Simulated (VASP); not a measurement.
# BiS4 (Im-3m) in VASP: further runs, part 2 of 2

VASP 6.6.1. The steps go on from the part before.

## 4. Relaxation of cell and atoms, PBE

This run uses another cell than the first one, of 25.89 Å³/atom, 0.847 times its volume.

INCAR

```
SYSTEM = BiS4
ALGO = Normal
EDIFF = 1E-7
EDIFFG = -0.01
ENCUT = 600
GGA = PE
IBRION = 2
ISIF = 3
ISMEAR = 0
LASPH = .True.
LCHARG = .False.
LREAL = .False.
LWAVE = .False.
NELM = 100
NSW = 100
PREC = Accurate
SIGMA = 0.1
```

KPOINTS

```
k-points
0
Gamma
  8 8 8
  0 0 0
```

POSCAR

```
BiS4
1.0
   -3.1868959755      3.1868959755      3.1868959755
    3.1868959755     -3.1868959755      3.1868959755
    3.1868959755      3.1868959755     -3.1868959755
Bi S
1 4
Direct
    0.0000000000      0.0000000000      0.0000000000
    0.5000000000      0.5000000000      0.5000000000
    0.0000000000      0.0000000000      0.5000000000
    0.0000000000      0.5000000000      0.0000000000
    0.5000000000      0.0000000000      0.0000000000
```

Potentials or basis: VASP PAW PBE potentials, release 64 (Bi_d, S).

Command:

```console
$ cat potpaw_PBE.64/Bi_d/POTCAR potpaw_PBE.64/S/POTCAR > POTCAR
$ mpirun -np 1 vasp_std > vasp.out
```

OUTCAR:

```text
SYSTEM = BiS4
   EDIFF = 1E-7
   EDIFFG = -0.01
   ENCUT = 600
   GGA = PE
   IBRION = 2
   ISIF = 3
   ISMEAR = 0
   LASPH = .True.
   LREAL = .False.
   NELM = 100
   NSW = 100
   PREC = Accurate

 ion  position               nearest neighbor table
   1  0.000  0.000  0.000-   2 2.76   3 2.76   4 2.76   5 2.76   3 2.76   4 2.76   5 2.76   2 2.76

   2  0.500  0.500  0.500-   1 2.76   1 2.76
   3  0.000  0.000  0.500-   1 2.76   1 2.76
   4  0.000  0.500  0.000-   1 2.76   1 2.76
   5  0.500  0.000  0.000-   1 2.76   1 2.76

  LATTYP: Found a body centered cubic cell.
 ALAT       =     6.3737919510

  Lattice vectors:

 A1 = (  -3.1868959755,   3.1868959755,   3.1868959755)
 A2 = (   3.1868959755,  -3.1868959755,   3.1868959755)
 A3 = (   3.1868959755,   3.1868959755,  -3.1868959755)

Analysis of symmetry for initial positions (statically):
=====================================================================
 Subroutine PRICEL returns:
 Original cell was already a primitive cell.

 Routine SETGRP: Setting up the symmetry group for a
 body centered cubic supercell.

 Subroutine GETGRP returns: Found 48 space group operations
 (whereof 48 operations were pure point group operations)
 out of a pool of 48 trial point group operations.

The static configuration has the point symmetry O_h .

Analysis of symmetry for dynamics (positions and initial velocities):
=====================================================================
 Subroutine PRICEL returns:
 Original cell was already a primitive cell.

 Routine SETGRP: Setting up the symmetry group for a
 body centered cubic supercell.

 Subroutine GETGRP returns: Found 48 space group operations
 (whereof 48 operations were pure point group operations)
 out of a pool of 48 trial point group operations.

The dynamic configuration has the point symmetry O_h .

 Subroutine INISYM returns: Found 48 space group operations
 (whereof 48 operations are pure point group operations),
 and found     1 'primitive' translations

----------------------------------------------------------------------------------------

                                     Primitive cell

  volume of cell :     129.4684

  direct lattice vectors                    reciprocal lattice vectors
    -3.186895976  3.186895976  3.186895976     0.000000000  0.156892476  0.156892476
     3.186895976 -3.186895976  3.186895976     0.156892476  0.000000000  0.156892476
     3.186895976  3.186895976 -3.186895976     0.156892476  0.156892476  0.000000000

  length of vectors
     5.519865748  5.519865748  5.519865748     0.221879467  0.221879467  0.221879467

  position of ions in fractional coordinates (direct lattice)
     0.000000000  0.000000000  0.000000000
     0.500000000  0.500000000  0.500000000
     0.000000000  0.000000000  0.500000000
     0.000000000  0.500000000  0.000000000
     0.500000000  0.000000000  0.000000000

  ion indices of the primitive-cell ions
   primitive index   ion index
                 1           1
                 2           2
                 3           3
                 4           4
[... 25 lines left out ...]

 Found     29 irreducible k-points:

 Following reciprocal coordinates:
            Coordinates               Weight
  0.000000  0.000000  0.000000      1.000000
  0.125000  0.000000  0.000000     12.000000
  0.250000  0.000000  0.000000     12.000000
  0.375000  0.000000  0.000000     12.000000
  0.500000  0.000000  0.000000      6.000000
  0.125000  0.125000  0.000000     24.000000
[... 16 lines left out ...]
 -0.250000  0.250000  0.250000      6.000000
 -0.375000  0.375000  0.250000     24.000000
 [... further k-points ...]
   k-points           NKPTS =     29   k-points in BZ     NKDIM =     29   number of bands    NBANDS=     23
   number of dos      NEDOS =    301   number of ions     NIONS =      5
   total plane-waves  NPLWV = 110592
   dimension x,y,z NGX =    48 NGY =   48 NGZ =   48
   dimension x,y,z NGXF=    96 NGYF=   96 NGZF=   96
   ions per type =               1   4
   NGX,Y,Z   is equivalent  to a cutoff of  14.46, 14.46, 14.46 a.u.
   NGXF,Y,Z  is equivalent  to a cutoff of  28.91, 28.91, 28.91 a.u.
 SYSTEM =  BiS4
   PREC   = accura    normal or accurate (medium, high low for compatibility)
   ISTART =      0    job   : 0-new  1-cont  2-samecut
   ICHARG =      2    charge: 1-file 2-atom 10-const
   ISPIN  =      1    spin polarized calculation?
   LNONCOLLINEAR =      F non collinear calculations
   LSORBIT =      F    spin-orbit coupling
   LASPH  =      T    aspherical Exc in radial PAW
   ENCUT  =  600.0 eV  44.10 Ry    6.64 a.u.  11.02 11.02 11.02*2*pi/ulx,y,z
   NELM   =    100;   NELMIN=  2; NELMDL= -5     # of ELM steps
   EDIFF  = 0.1E-06   stopping-criterion for ELM
   LREAL  =      F    real-space projection
   EDIFFG = -.1E-01   stopping-criterion for IOM
   NSW    =    100    number of steps for IOM
   IBRION =      2    ionic relax: 0-MD 1-quasi-New 2-CG
   NFREE  =      1    steps in history (QN), initial steepest desc. (CG)
   ISIF   =      3    stress and relaxation
   ISYM   =      2    0-nonsym 1-usesym 2-fastsym
   POTIM  = 0.5000    time-step for ionic-motion
   TEBEG  =    0.0;   TEEND  =   0.0 temperature during run
   PSTRESS=    0.0 pullay stress
   NELECT =      39.0000    total number of electrons
   NUPDOWN=      -1.0000    fix difference up-down
   EMIN   =  10.00;   EMAX   =-10.00  energy-range for DOS
   EFERMI =   0.00;   METHOD = LEGACY
   ISMEAR =     0;   SIGMA  =   0.10  broadening in eV -4-tet -1-fermi 0-gaus
   EFERMI_NEDOS =   21; number of points for ismear=-14 and -15
   IALGO  =     38    algorithm
   IMIX   =      4    mixing-type and parameters
     AMIX     =   0.40;   BMIX     =  1.00
     AMIX_MAG =   1.60;   BMIX_MAG =  1.00
  volume/ion in A,a.u.               =      25.89       174.74
  Fermi-wavevector in a.u.,A,eV,Ry     =   1.097426  2.073834 16.386085  1.204343
  Thomas-Fermi vector in A             =   2.233786
   LORBIT       =      0    0 simple, 1 ext, 2 COOP (PROOUT), +10 PAW based schemes
   GGA     = PE    functional components
   LHFCALC =     F    Hartree Fock is set to
   AEXX    =    0.0000 exact exchange contribution
   IVDW    =     0    specifies the selected vdW correction
   LEPSILON=     F    determine dielectric tensor
   LRPA    =     F    only Hartree local field effects (RPA)
 conjugate gradient relaxation of ions
 non-spin polarized calculation
 Gauss-broadening in eV      SIGMA  =   0.10
  energy-cutoff  :      600.00
  volume of cell :      129.47
 maximum number of plane-waves:      4388
 NGX is ok and might be reduce to    48
   NGX = 23   NGY = 23   NGZ = 23

 number of electron      39.0000007 magnetization

 Free energy of the ion-electron system (eV)
  ---------------------------------------------------
  ext. energy  EPLUGINS =         0.00000000
  ---------------------------------------------------
  free energy    TOTEN  =       -16.29867870 eV

  energy without entropy =      -16.27080916  energy(sigma->0) =      -16.28474393

 E-fermi :   3.3227     XC(G=0):  -9.0094

 val. band max:        3.3122022242   @ k =   0.5000   0.5000   0.3750
 cond. band min:       3.3519171556   @ k =  -0.1250   0.1250   0.1250
 fundamental gap:      0.0397149314
 Fermi energy:         3.3227232538

 k-point     1 :       0.0000    0.0000    0.0000
  band No.  band energies     occupation
      1     -19.4873      2.00000
      2     -19.4873      2.00000
      3     -19.4873      2.00000
      4     -19.4418      2.00000
      5     -19.4418      2.00000
      6     -10.9412      2.00000
[... 613 lines left out ...]
     22       4.2627      0.00000
     23       5.9098      0.00000

 [... further k-points ...]

------------------------ aborting loop because EDIFF is reached ----------------------------------------

  FORCE on cell =-STRESS in cart. coord.  units (eV):
  Direction    XX          YY          ZZ          XY          YZ          ZX
  --------------------------------------------------------------------------------------
  -------------------------------------------------------------------------------------
  Total       -0.0004908     -0.0004908     -0.0004908      0.0000000      0.0000000      0.0000000
  in kB       -0.0060737     -0.0060737     -0.0060737      0.0000000      0.0000000      0.0000000
  external PRESSURE =      -0.0060737 kB  Pullay stress =       0.0000000 kB

 VOLUME and BASIS-vectors are now :
 -----------------------------------------------------------------------------
  energy-cutoff  :      600.00
  volume of cell :      129.47
      direct lattice vectors                 reciprocal lattice vectors
    -3.186895976  3.186895976  3.186895976     0.000000000  0.156892476  0.156892476
     3.186895976 -3.186895976  3.186895976     0.156892476  0.000000000  0.156892476
     3.186895976  3.186895976 -3.186895976     0.156892476  0.156892476  0.000000000

 POSITION                                       TOTAL-FORCE (eV/Angst)
 -----------------------------------------------------------------------------------
      0.00000      0.00000      0.00000         0.000000     -0.000000      0.000000
      1.59345      1.59345      1.59345        -0.000000      0.000000      0.000000
      1.59345      1.59345     -1.59345        -0.000000      0.000000     -0.000000
      1.59345     -1.59345      1.59345        -0.000000     -0.000000      0.000000
     -1.59345      1.59345      1.59345         0.000000     -0.000000     -0.000000
 -----------------------------------------------------------------------------------
    total drift:                                0.000000      0.000000     -0.000000

  FREE ENERGIE OF THE ION-ELECTRON SYSTEM (eV)
  ---------------------------------------------------
  free  energy   TOTEN  =       -16.2986787042 eV

  energy  without entropy=      -16.2708091637  energy(sigma->0) =      -16.28474393

 reached required accuracy - stopping structural energy minimisation
```

CONTCAR:

```text
BiS4
   1.00000000000000
    -3.1868959755000001    3.1868959755000001    3.1868959755000001
     3.1868959755000001   -3.1868959755000001    3.1868959755000001
     3.1868959755000001    3.1868959755000001   -3.1868959755000001
  Bi              S
     1     4
Direct
     0.0000000000000000    0.0000000000000000    0.0000000000000000
     0.5000000000000000    0.5000000000000000    0.5000000000000000
     0.0000000000000000    0.0000000000000000    0.5000000000000000
     0.0000000000000000    0.5000000000000000    0.0000000000000000
     0.5000000000000000    0.0000000000000000    0.0000000000000000

  0.00000000E+00  0.00000000E+00  0.00000000E+00
  0.00000000E+00  0.00000000E+00  0.00000000E+00
  0.00000000E+00  0.00000000E+00  0.00000000E+00
  0.00000000E+00  0.00000000E+00  0.00000000E+00
  0.00000000E+00  0.00000000E+00  0.00000000E+00
```

Run time: 2.2 min. Hardware: 1 thread of Intel Xeon Platinum 8488C (Sapphire Rapids), shared host; peak memory 0.37 GiB.

Results:

```yaml
Free_energy: -16.2987 eV
Pressure_after_relaxing: 0.0 GPa
```

Final structure:
```
Bi S
1.0
    -3.18690    3.18690    3.18690
     3.18690   -3.18690    3.18690
     3.18690    3.18690   -3.18690
Bi S
1 4
Direct
  0.00000 0.00000 0.00000
  0.50000 0.50000 0.50000
  0.00000 0.00000 0.50000
  0.00000 0.50000 0.00000
  0.50000 0.00000 0.00000
```

Levels at points of the mesh, in eV from the Fermi level:
```csv
k point,band 15,band 16,band 17,band 18,band 19,band 20,band 21,band 22,band 23
"(0.00, 0.00, 0.00)",-2.85,-2.85,-0.07,-0.07,-0.07,0.20,1.39,1.39,4.71
"(0.50, 0.00, 0.00)",-1.90,-1.65,-1.64,-0.92,-0.91,-0.41,0.55,0.66,1.69
"(0.50, 0.50, 0.50)",-2.48,0.28,0.37,0.37,0.37,0.90,0.90,0.90,1.20
```

Caveat: the relaxation stopped at its first step, so nothing moved; spin-orbit coupling is left out, which moves the levels of the heavy elements.

## 5. Summary

| task | cell | k mesh | cutoff (eV) | gap on the mesh (eV) | pressure (GPa) |
| --- | --- | --- | --- | --- | --- |
| relaxation of cell and atoms | relaxed from a = 5.835 Å, angles 109.5°, 5 atoms | 4 × 4 × 4 | 600 | none | 0.0 |
| single point | a = 5.520 Å, angles 109.5°, 5 atoms | 8 × 8 × 8 | 520 | none | 0.0 |
| relaxation of cell and atoms | relaxed from a = 5.520 Å, angles 109.5°, 5 atoms | 8 × 8 × 8 | 600 | none | 0.0 |

Alike in all rows: level PBE; potentials or basis VASP PAW PBE potentials, release 64 (Bi_d, S); no spin polarisation; smearing gaussian 0.1 eV.

Caveats: spin-orbit coupling is left out, which moves the levels of the heavy elements; the relaxation stopped at its first step, so nothing moved (some runs).

Total energies depend on the potentials used, so only differences within one code and one set of settings carry meaning.
